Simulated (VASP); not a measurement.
A run of VASP 6.6.1 is set up as follows.

The input INCAR:

```
PREC = Accurate ; ENCUT = 520
EDIFF = 1E-6 ; ISMEAR = -1
SIGMA = 0.05 ; LREAL = F
LASPH = T ; NELM = 100
ALGO = Normal ; ISIF = 2
LWAVE = F ; LCHARG = F
GGA = PE ; NBANDS = 8
```

KPOINTS

```
regular mesh
0
Gamma
  12 12 12
```

File POSCAR:

```
Sb
1.0
   -0.0461000000      2.2819500000      2.2819500000
    2.2819500000     -0.0461000000      2.2819500000
    2.2819500000      2.2819500000     -0.0461000000
Sb
1
Direct
    0.0000000000      0.0000000000      0.0000000000
```

Potentials or basis: VASP PAW PBE potentials, release 64 (Sb).

The run is started by

```sh
$ cat potpaw_PBE.64/Sb/POTCAR > POTCAR
$ mpirun -np 1 vasp_std > vasp.out
```

Task: Estimate the pressure.

Result: 8.9 GPa.

Stress tensor (GPa, compression positive):
```
8.93 0.32 0.32
0.32 8.93 0.32
0.32 0.32 8.93
```

Caveat: the cell differs from its parent crystal (equal xy, yz and zx shear strains of -2 %).
